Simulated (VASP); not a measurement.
The system is SnO.

```
CELL_PARAMETERS angstrom
3.76215 0.00000 0.00000
0.00000 3.76215 0.00000
0.00000 0.00000 4.82087
ATOMIC_POSITIONS crystal
Sn 0.50000 0.00000 0.76463
Sn 0.00000 0.50000 0.23537
O 0.00000 0.00000 0.00000
O 0.50000 0.50000 0.00000
```

Base run:

```yaml
Program: VASP 6.6.1
Functional: b88 exchange, pbe correlation
Potentials_or_basis: VASP PAW PBE potentials, release 64 (Sn_d, O)
Cutoff: 600 eV
k_mesh: 7 × 7 × 6
Occupations: fermi-dirac, width 0.05 eV
Spin: no spin polarisation
```

Its results: band gap on the k mesh 0.25 eV (least direct gap 2.05 eV); pressure 7.9 GPa; largest force 1.034 eV/Å.

Problem. The run is repeated on the same cell with these changes: functional from b88 exchange, pbe correlation to SVWN5; cutoff from 600 eV to 520 eV. What comes out?

Solution. Band gap on the k mesh 0.34 eV (least direct gap 1.97 eV); pressure 0.9 GPa; largest force 0.432 eV/Å.

Caveats: the PAW data sets were made with another functional, which shifts forces and pressure a little; spin-orbit coupling is left out, which moves the levels of the heavy elements; an odd mesh through Γ misses points on the zone boundary, where band edges can lie; the cell stands under pressure (at least some runs).
